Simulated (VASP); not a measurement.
# Hf (R-3m) in VASP: notebook, part 2 of 2

VASP 6.6.1. Earlier steps stand in the parts before.

## Step 3: Single point, LDA (equal xy, yz and zx shear strains of -1 %)

The input, INCAR:

```
SYSTEM = Hf
ALGO = Normal ; EDIFF = 1E-7
ENCUT = 520 ; ISIF = 2
ISMEAR = -1 ; LASPH = .TRUE.
LCHARG = .FALSE. ; LREAL = .FALSE.
LWAVE = .FALSE. ; NBANDS = 11
NELM = 80 ; PREC = Accurate
SIGMA = 0.03
```

The input, KPOINTS:

```
k-points
0
G
  13 13 13
  0 0 0
```

The input, POSCAR:

```
Hf
1.0
   -0.0222000000      2.2089000000      2.2089000000
    2.2089000000     -0.0222000000      2.2089000000
    2.2089000000      2.2089000000     -0.0222000000
Hf
1
Direct
    0.0000000000      0.0000000000      0.0000000000
```

Potentials or basis: VASP PAW LDA potentials, release 64 (Hf_pv).

The run is started by

```
$ cat potpaw_LDA.64/Hf_pv/POTCAR > POTCAR
$ mpirun -np 1 vasp_std > vasp.out
```

OUTCAR:

```text
SYSTEM = Hf
   EDIFF = 1E-7
   ENCUT = 520
   ISIF = 2
   ISMEAR = -1
   LASPH = .TRUE.
   LREAL = .FALSE.
   NELM = 80
   PREC = Accurate

 ion  position               nearest neighbor table
   1  0.000  0.000  0.000-

  LATTYP: Found a trigonal (rhomboedric) cell.
 ALAT       =     3.1239352202
 COS(alpha) =     0.4899250057

  Lattice vectors:

 A1 = (  -0.0222000000,   2.2089000000,   2.2089000000)
 A2 = (   2.2089000000,  -0.0222000000,   2.2089000000)
 A3 = (   2.2089000000,   2.2089000000,  -0.0222000000)

Analysis of symmetry for initial positions (statically):
=====================================================================
 Subroutine PRICEL returns:
 Original cell was already a primitive cell.

 Routine SETGRP: Setting up the symmetry group for a
 trigonal (rhombohedral) supercell.

 Subroutine GETGRP returns: Found 12 space group operations
 (whereof 12 operations were pure point group operations)
 out of a pool of 12 trial point group operations.

The static configuration has the point symmetry D_3d.

Analysis of symmetry for dynamics (positions and initial velocities):
=====================================================================
 Subroutine PRICEL returns:
 Original cell was already a primitive cell.

 Routine SETGRP: Setting up the symmetry group for a
 trigonal (rhombohedral) supercell.

 Subroutine GETGRP returns: Found 12 space group operations
 (whereof 12 operations were pure point group operations)
 out of a pool of 12 trial point group operations.

The dynamic configuration has the point symmetry D_3d.

 Subroutine INISYM returns: Found 12 space group operations
 (whereof 12 operations are pure point group operations),
 and found     1 'primitive' translations

----------------------------------------------------------------------------------------

                                     Primitive cell

  volume of cell :      21.8804

  direct lattice vectors                    reciprocal lattice vectors
    -0.022200000  2.208900000  2.208900000    -0.222972860  0.225236544  0.225236544
     2.208900000 -0.022200000  2.208900000     0.225236544 -0.222972860  0.225236544
     2.208900000  2.208900000 -0.022200000     0.225236544  0.225236544 -0.222972860

  length of vectors
     3.123935220  3.123935220  3.123935220     0.388818592  0.388818592  0.388818592

  position of ions in fractional coordinates (direct lattice)
     0.000000000  0.000000000  0.000000000

  ion indices of the primitive-cell ions
   primitive index   ion index
                 1           1

----------------------------------------------------------------------------------------

 KPOINTS: k-points

Automatic generation of k-mesh.
 Grid dimensions read from file:
 generate k-points for:   13   13   13

 Generating k-lattice:

  Cartesian coordinates                     Fractional coordinates (reciprocal lattice)
    -0.017151758  0.017325888  0.017325888     0.076923077 -0.000000000 -0.000000000
     0.017325888 -0.017151758  0.017325888    -0.000000000  0.076923077 -0.000000000
     0.017325888  0.017325888 -0.017151758    -0.000000000 -0.000000000  0.076923077

  Length of vectors
     0.029909122  0.029909122  0.029909122

  Shift w.r.t. Gamma in fractional coordinates (k-lattice)
     0.000000000  0.000000000  0.000000000

 Subroutine IBZKPT returns following result:
 ===========================================

 Found    231 irreducible k-points:

 Following reciprocal coordinates:
            Coordinates               Weight
  0.000000  0.000000  0.000000      1.000000
  0.076923 -0.000000 -0.000000      6.000000
  0.153846  0.000000 -0.000000      6.000000
  0.230769 -0.000000 -0.000000      6.000000
  0.307692  0.000000 -0.000000      6.000000
  0.384615  0.000000 -0.000000      6.000000
[... 16 lines left out ...]
  0.384615  0.153846  0.000000     12.000000
  0.461538  0.153846 -0.000000     12.000000
 [... further k-points ...]
   k-points           NKPTS =    231   k-points in BZ     NKDIM =    231   number of bands    NBANDS=     11
   number of dos      NEDOS =    301   number of ions     NIONS =      1
   total plane-waves  NPLWV =  13824
   dimension x,y,z NGX =    24 NGY =   24 NGZ =   24
   dimension x,y,z NGXF=    48 NGYF=   48 NGZF=   48
   ions per type =               1
   NGX,Y,Z   is equivalent  to a cutoff of  12.77, 12.77, 12.77 a.u.
   NGXF,Y,Z  is equivalent  to a cutoff of  25.54, 25.54, 25.54 a.u.
 SYSTEM =  Hf
   PREC   = accura    normal or accurate (medium, high low for compatibility)
   ISTART =      0    job   : 0-new  1-cont  2-samecut
   ICHARG =      2    charge: 1-file 2-atom 10-const
   ISPIN  =      1    spin polarized calculation?
   LNONCOLLINEAR =      F non collinear calculations
   LSORBIT =      F    spin-orbit coupling
   LASPH  =      T    aspherical Exc in radial PAW
   ENCUT  =  520.0 eV  38.22 Ry    6.18 a.u.   5.81  5.81  5.81*2*pi/ulx,y,z
   NELM   =     80;   NELMIN=  2; NELMDL= -5     # of ELM steps
   EDIFF  = 0.1E-06   stopping-criterion for ELM
   LREAL  =      F    real-space projection
   EDIFFG = 0.1E-05   stopping-criterion for IOM
   NSW    =      0    number of steps for IOM
   IBRION =     -1    ionic relax: 0-MD 1-quasi-New 2-CG
   NFREE  =      0    steps in history (QN), initial steepest desc. (CG)
   ISIF   =      2    stress and relaxation
   ISYM   =      2    0-nonsym 1-usesym 2-fastsym
   POTIM  = 0.5000    time-step for ionic-motion
   TEBEG  =    0.0;   TEEND  =   0.0 temperature during run
   PSTRESS=    0.0 pullay stress
   NELECT =      10.0000    total number of electrons
   NUPDOWN=      -1.0000    fix difference up-down
   EMIN   =  10.00;   EMAX   =-10.00  energy-range for DOS
   EFERMI =   0.00;   METHOD = LEGACY
   ISMEAR =    -1;   SIGMA  =   0.03  broadening in eV -4-tet -1-fermi 0-gaus
   EFERMI_NEDOS =   21; number of points for ismear=-14 and -15
   IALGO  =     38    algorithm
   IMIX   =      4    mixing-type and parameters
     AMIX     =   0.40;   BMIX     =  1.00
     AMIX_MAG =   1.60;   BMIX_MAG =  1.00
  volume/ion in A,a.u.               =      21.88       147.66
  Fermi-wavevector in a.u.,A,eV,Ry     =   1.261022  2.382987 21.635673  1.590177
  Thomas-Fermi vector in A             =   2.394502
   LORBIT       =      0    0 simple, 1 ext, 2 COOP (PROOUT), +10 PAW based schemes
   GGA     = CA    functional components
   LHFCALC =     F    Hartree Fock is set to
   AEXX    =    0.0000 exact exchange contribution
   IVDW    =     0    specifies the selected vdW correction
   LEPSILON=     F    determine dielectric tensor
   LRPA    =     F    only Hartree local field effects (RPA)
 non-spin polarized calculation
  energy-cutoff  :      520.00
  volume of cell :       21.88
 maximum number of plane-waves:       599
   NGX = 11   NGY = 11   NGZ = 11

 number of electron      10.0000000 magnetization

 Free energy of the ion-electron system (eV)
  ---------------------------------------------------
  ext. energy  EPLUGINS =         0.00000000
  ---------------------------------------------------
  free energy    TOTEN  =       -10.61089755 eV

  energy without entropy =      -10.60616443  energy(sigma->0) =      -10.60853099

 E-fermi :   4.7661     XC(G=0): -11.5738

 val. band max:        4.7600021042   @ k =   0.3846   0.3077   0.3077
 cond. band min:       4.7792993067   @ k =  -0.2308  -0.4615   0.1538
 fundamental gap:      0.0192972025
 Fermi energy:         4.7661421570

 k-point     1 :       0.0000    0.0000    0.0000
  band No.  band energies     occupation
      1     -25.0204      2.00000
      2     -25.0204      2.00000
      3     -24.9984      2.00000
      4      -2.4487      2.00000
      5       6.0237      0.00000
      6       6.0237      0.00000
      7       6.2676      0.00000
      8       8.9385      0.00000
      9       8.9385      0.00000
     10      16.2679      0.00000
     11      16.9540      0.00000

 k-point     2 :       0.0769   -0.0000   -0.0000
  band No.  band energies     occupation
      1     -25.0726      2.00000
      2     -25.0267      2.00000
      3     -25.0074      2.00000
      4      -2.2373      2.00000
      5       5.8411      0.00000
      6       6.1166      0.00000
      7       6.3505      0.00000
      8       8.8323      0.00000
      9       8.8378      0.00000
     10      16.7284      0.00000
     11      16.9536      0.00000
[... 295 lines left out ...]
 k-point    24 :       0.4615    0.1538   -0.0000
  band No.  band energies     occupation
      1     -25.7958      2.00000
      2     -25.2292      2.00000
      3     -25.1694      2.00000
      4       1.5860      2.00000
      5       4.3209      2.00000
      6       5.3708      0.00000
      7       6.7712      0.00000
      8      10.8062      0.00000
      9      11.2511      0.00000
     10      14.4998      0.00000
     11      16.9621      0.00000

 [... further k-points ...]
[... 5 lines left out ...]
  --------------------------------------------------------------------------------------
  -------------------------------------------------------------------------------------
  Total       -0.7497712     -0.7497712     -0.7497712      0.0789004      0.0789004      0.0789004
  in kB      -54.9013595    -54.9013595    -54.9013595      5.7774178      5.7774178      5.7774178
  external PRESSURE =     -54.9013595 kB  Pullay stress =       0.0000000 kB

 VOLUME and BASIS-vectors are now :
 -----------------------------------------------------------------------------
  energy-cutoff  :      520.00
  volume of cell :       21.88
      direct lattice vectors                 reciprocal lattice vectors
    -0.022200000  2.208900000  2.208900000    -0.222972860  0.225236544  0.225236544
     2.208900000 -0.022200000  2.208900000     0.225236544 -0.222972860  0.225236544
     2.208900000  2.208900000 -0.022200000     0.225236544  0.225236544 -0.222972860

 POSITION                                       TOTAL-FORCE (eV/Angst)
 -----------------------------------------------------------------------------------
      0.00000      0.00000      0.00000         0.000000     -0.000000      0.000000
 -----------------------------------------------------------------------------------
    total drift:                               -0.000000      0.000000     -0.000000

  FREE ENERGIE OF THE ION-ELECTRON SYSTEM (eV)
  ---------------------------------------------------
  free  energy   TOTEN  =       -10.6108975450 eV

  energy  without entropy=      -10.6061644281  energy(sigma->0) =      -10.60853099
```

Run time: 21 s. Hardware: 1 thread of Intel Xeon Platinum 8488C (Sapphire Rapids), shared host; peak memory 0.17 GiB.

Results:

```
Free energy            : -10.6109 eV
Pressure               : -5.5 GPa
Band gap on the k mesh : zero (band 5 reaches 6.04 eV, above the bottom of band 6 at 4.20 eV)
```

Stress tensor (GPa, compression positive):
```
-5.49  0.58  0.58
 0.58 -5.49  0.58
 0.58  0.58 -5.49
```

Levels at points of the mesh, in eV from the Fermi level:
```
           k point  band 2  band 3  band 4  band 5  band 6  band 7  band 8  band 9
(0.00, 0.00, 0.00)  -29.79  -29.76   -7.21    1.26    1.26    1.50    4.17    4.17
```

Caveat: the cell differs from its parent crystal (equal xy, yz and zx shear strains of -1 %); spin-orbit coupling is left out, which moves the levels of the heavy elements.

## Step 4: Single point, LDA (equal xy, yz and zx shear strains of +2 %)

The input, INCAR:

```
SYSTEM = Hf
PREC = Accurate
ENCUT = 520
EDIFF = 1E-6
ISMEAR = -1
SIGMA = 0.03
LREAL = .False.
LASPH = .True.
NELM = 100
ALGO = Normal
ISIF = 2
LWAVE = .False.
LCHARG = .False.
NBANDS = 11
```

The input, KPOINTS:

```
regular mesh
0
Gamma
  13 13 13
  0 0 0
```

The input, POSCAR:

```
Hf
1.0
    0.0444000000      2.2422000000      2.2422000000
    2.2422000000      0.0444000000      2.2422000000
    2.2422000000      2.2422000000      0.0444000000
Hf
1
Direct
    0.0000000000      0.0000000000      0.0000000000
```

The run is started by

```
$ cat potpaw_LDA.64/Hf_pv/POTCAR > POTCAR
$ mpirun -np 1 vasp_std > vasp.out
```

It took 19 s on 1 thread of Intel Xeon Platinum 8488C (Sapphire Rapids), shared host; peak memory 0.17 GiB.

The run converged. Its results:

| Property | Result |
| --- | --- |
| Free energy | -10.6075 eV |
| Pressure | -5.5 GPa |
| Band gap on the k mesh | zero (band 5 reaches 5.84 eV, above the bottom of band 6 at 4.20 eV) |

Stress tensor (GPa, compression positive):
```
-5.47 -1.18 -1.18
-1.18 -5.47 -1.18
-1.18 -1.18 -5.47
```

Levels at points of the mesh, in eV from the Fermi level:
```csv
k point,band 2,band 3,band 4,band 5,band 6,band 7,band 8,band 9
"(0.00, 0.00, 0.00)",-29.77,-29.77,-7.22,1.02,1.48,1.48,4.18,4.18
```

Caveat: the cell differs from its parent crystal (equal xy, yz and zx shear strains of +2 %); spin-orbit coupling is left out, which moves the levels of the heavy elements.

## Step 5: Overview

| cell | gap on the mesh (eV) | pressure (GPa) |
| --- | --- | --- |
| a = 3.093 Å, angles 62.0°, 1 atom | none | -5.4 |
| a = 3.124 Å, angles 60.7°, 1 atom | none | -5.5 |
| a = 3.171 Å, angles 58.7°, 1 atom | none | -5.5 |

Alike in all rows: task single point; level LDA; potentials or basis VASP PAW LDA potentials, release 64 (Hf_pv); no spin polarisation; k mesh 13 × 13 × 13; cutoff (eV) 520; smearing fermi-dirac 0.03 eV.

Caveats: spin-orbit coupling is left out, which moves the levels of the heavy elements.

Total energies depend on the potentials used, so only differences within one code and one set of settings carry meaning.
